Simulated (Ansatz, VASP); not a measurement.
# Two plane-wave programs on BP

```
CELL_PARAMETERS angstrom
0.00000 2.15542 2.15542
2.15542 0.00000 2.15542
2.15542 2.15542 0.00000
ATOMIC_POSITIONS crystal
B 0.00000 0.00000 0.00000
P 0.50000 0.50000 0.50000
```

Alike in both runs: task single point; functional PBEsol; k mesh 8 × 8 × 8; occupations methfessel-paxton of order 1, width 0.2 eV; no spin polarisation.

|  | VASP | Ansatz |
| --- | --- | --- |
| version | VASP 6.6.1 | Ansatz 0.2.0 |
| potentials or method | VASP PAW PBE potentials, release 64 (B, P) | plane waves |
| plane-wave cutoff (eV) | 500 | 420 |
| valence electrons in the cell | 8 | 8 |

Ansatz gave:

```
pressure (GPa) : -3.6
```

What did VASP give for the same quantities?

Pressure (GPa): -3.4.

VASP's potentials were made for PBE, not for PBEsol.
